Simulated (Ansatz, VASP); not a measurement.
Two plane-wave programs on AgCl

INCAR

```
PREC = Accurate
ENCUT = 520
EDIFF = 1E-8
ISMEAR = -1
SIGMA = 0.01
LREAL = F
LASPH = T
NELM = 60
ALGO = Normal
ISIF = 2
LWAVE = F
LCHARG = F
GGA = PE
LEFG = T
NBANDS = 16
```

File KPOINTS:

```
Automatic mesh
0
Gamma
  9 9 9
```

The input POSCAR:

```
AgCl
1.0
    0.0000000000      2.7731500000      2.7731500000
    2.7731500000      0.0000000000      2.7731500000
    2.7731500000      2.7731500000      0.0000000000
Ag Cl
1 1
Direct
    0.5000000000      0.5000000000      0.5000000000
    0.0000000000      0.0000000000      0.0000000000
```

Input for Ansatz:

```yaml
crystal:
  lattice:
    - [0.0, 2.77315, 2.77315]
    - [2.77315, 0.0, 2.77315]
    - [2.77315, 2.77315, 0.0]
  atoms:
    - { symbol: Ag, position: [0.5, 0.5, 0.5] }
    - { symbol: Cl, position: [0.0, 0.0, 0.0] }
kpoints:
  mp_grid: { grid: [9, 9, 9] }
  band_path:
    path:
      - [0.0, 0.0, 0.0]
      - [0.5, 0.0, 0.5]
      - [0.625, 0.25, 0.625]
      - [0.375, 0.375, 0.75]
      - [0.0, 0.0, 0.0]
      - [0.5, 0.5, 0.5]
      - [0.5, 0.25, 0.75]
      - [0.5, 0.0, 0.5]
    npoints: 14
scf:
  occupations: { method: fermi_dirac, width: 0.01 }
hamiltonian:
  xc: pbe
  pseudopotentials: { kind: paw }
output:
  forces: true
  stress: true
  eigenvalues: true
  efg: { contact_densities: true }
  populations: true
  bader: true
  dos: { projected: true, de: 0.2, e_range: [-14, 8] }
  write_density: true
  write_potential: true
  elf: true
  volumetric_format: npy
```

Alike in both runs: task electric field gradients; functional PBE; k mesh 9 × 9 × 9; occupations fermi-dirac, width 0.01 eV; no spin polarisation.

```csv
,VASP,Ansatz
version,VASP 6.6.1,Ansatz 0.2.0
potentials or method,"VASP PAW PBE potentials, release 64 (Ag, Cl)","PAW with Ansatz's default frozen-core files, scalar-relativistic"
plane-wave cutoff (eV),520,420
valence electrons in the cell,18,26
```

```tsv
	VASP	Ansatz	Ansatz less VASP
gap on the k mesh at the Fermi level (eV)	0.95	0.96	+0.002
pressure (GPa)	1.5	1.6	+0.14
```

With one functional, cell and mesh, what is left measures potentials, basis and numerics. VASP's potentials hold 18 valence electrons a cell and Ansatz's 26, so a difference there can come from the potentials and not from the codes.
